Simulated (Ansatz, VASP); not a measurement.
**AlN in VASP and in Ansatz**

```
Al N
1.0
     3.30158    0.00000    0.00000
    -1.65079    2.85925    0.00000
     0.00000    0.00000    4.05840
Al N
2 2
Cartesian
  0.0000 1.9062 3.0438
  1.6508 0.9531 1.0146
  0.0000 1.9062 1.0146
  1.6508 0.9531 3.0438
```

Alike in both runs: task single point; functional PBEsol; k mesh 9 × 9 × 6; occupations gaussian, width 0.05 eV; no spin polarisation.

```csv
,VASP,Ansatz
version,VASP 6.6.1,Ansatz 0.2.0
potentials or method,"VASP PAW PBE potentials, release 64 (Al, N), cutoff 520 eV","scalar-relativistic, plane waves, PAW"
valence electrons in the cell,16,16
```

```tsv
	VASP	Ansatz	Ansatz less VASP
gap on the k mesh at the Fermi level (eV)	3.53	3.52	-0.013
least direct gap on the mesh (eV)	3.53	3.52	-0.013
pressure (GPa)	4.1	4.2	+0.07
traceless stress, the component that is largest in VASP (GPa)	2.71	2.72	+0.012
```

VASP's potentials were made for PBE, not for PBEsol. The functional is the same, so the differences come from potentials, cutoffs and numerics.
